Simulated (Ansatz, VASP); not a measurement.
## Two plane-wave programs on NaRuS3

```
Na Ru S
1.0
     4.68184    0.00000    0.00000
     0.00000    4.68184    0.00000
     0.00000    0.00000    4.68943
Na Ru S
1 1 3
Direct
  0.00000 0.00000 0.00000
  0.50000 0.50000 0.50000
  0.50000 0.50000 0.00000
  0.50000 0.00000 0.50000
  0.00000 0.50000 0.50000
```

Alike in both runs: functional PBE; k mesh 4 × 4 × 4; occupations gaussian, width 0.1 eV; no spin polarisation.

Ansatz relaxed the structure, and its values are those at the end. VASP's run is a single point on that final structure, the one shown.

```csv
,VASP,Ansatz
version,VASP 6.6.1,Ansatz 0.2.0
potentials or method,"VASP PAW PBE potentials, release 64 (Na_pv, Ru_pv, S), cutoff 520 eV","scalar-relativistic, plane waves, PAW"
valence electrons in the cell,39,43
```

VASP gave:

- gap on the k mesh at the Fermi level (eV): none
- pressure (GPa): -0.1

Question: What did Ansatz give for the same quantities?

Answer: gap on the k mesh at the Fermi level (eV): none; pressure (GPa): 0.0.

A gap of «none» marks a metal or a gap that the smearing closes. VASP's potentials hold 39 valence electrons a cell and Ansatz's 43, so a difference there can come from the potentials and not from the codes.
